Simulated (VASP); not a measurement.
# SiC: single point with PBE

The system is SiC.

```
Si C
1.0
     2.62012    0.00000    0.00000
     0.00000    2.62012    0.00000
     0.00000    0.00000    2.62012
Si C
1 1
Direct
  0.00000 0.00000 0.00000
  0.50000 0.50000 0.50000
```

| Property | Result |
| --- | --- |
| Program | VASP 6.6.1 |
| Task | single point |
| Functional | PBE |
| Potentials or basis | VASP PAW PBE potentials, release 64 (Si, C) |
| Cutoff | 600 eV |
| k mesh | 8 × 8 × 8 |
| Occupations | fermi-dirac, width 0.02 eV |
| Spin | no spin polarisation |
| Dipole correction | no |
| Further INCAR settings | ALGO = Normal; EDIFF = 1e-06; NBANDS = 11 |

The pressure is 4.1 GPa and the band gap on the k mesh is zero (band 4 reaches 12.61 eV, above the bottom of band 5 at 8.73 eV).

Levels at points of the mesh, in eV from the Fermi level:
```
           k point  band 1  band 2  band 3  band 4  band 5  band 6  band 7  band 8
(0.00, 0.00, 0.00)  -17.83   -1.17   -1.17   -1.17    1.76    4.89    4.89   13.03
(0.50, 0.00, 0.00)  -13.66  -12.12    0.86    0.86    5.22    6.58    7.68    7.68
(0.50, 0.50, 0.00)  -10.05   -8.15   -8.15   -5.52    2.43    8.93    8.93   11.26
(0.50, 0.50, 0.50)   -7.02   -4.55   -4.55   -4.55   -1.62   -1.62   -1.62    0.91
```

It took 8.6 s on 1 thread of Intel Xeon 8259CL (shared host), peak memory 0.13 GiB.
